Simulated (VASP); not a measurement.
Zn3H8S3, 28 atoms in the cell. The cell holds a wire or tube with vacuum around it, 28 atoms: a = 16.000 Å, b = 16.500 Å, c = 5.443 Å, α = 90.00°, β = 90.00°, γ = 90.00°. 

- Program: VASP 6.6.1
- Task: single point
- Functional: PBE
- Potentials or basis: VASP PAW PBE potentials, release 64 (Zn, S, H)
- Cutoff: 520 eV
- k mesh: 1 × 1 × 6
- Occupations: gaussian, width 0.05 eV
- Spin: no spin polarisation
- Dipole correction: no
- Further INCAR settings: LREAL = Auto; ALGO = Normal; EDIFF = 1e-07; NBANDS = 82

Potentials or basis: VASP PAW PBE potentials, release 64 (Zn, S, H).

Launch:

```bash
$ cat potpaw_PBE.64/Zn/POTCAR potpaw_PBE.64/S/POTCAR potpaw_PBE.64/H/POTCAR > POTCAR
$ mpirun -np 1 vasp_std > vasp.out
```

Hardware: 1 thread of Oxide Virtual Turin-like Processor, on a shared host.

**Question.** How long does it take, and how much memory?

**Answer.** Run time: 44 min on 1 thread of Oxide Virtual Turin-like Processor, with other jobs on the host, peak memory 1.2 GiB. Counts: scf iterations 40, k points 4.
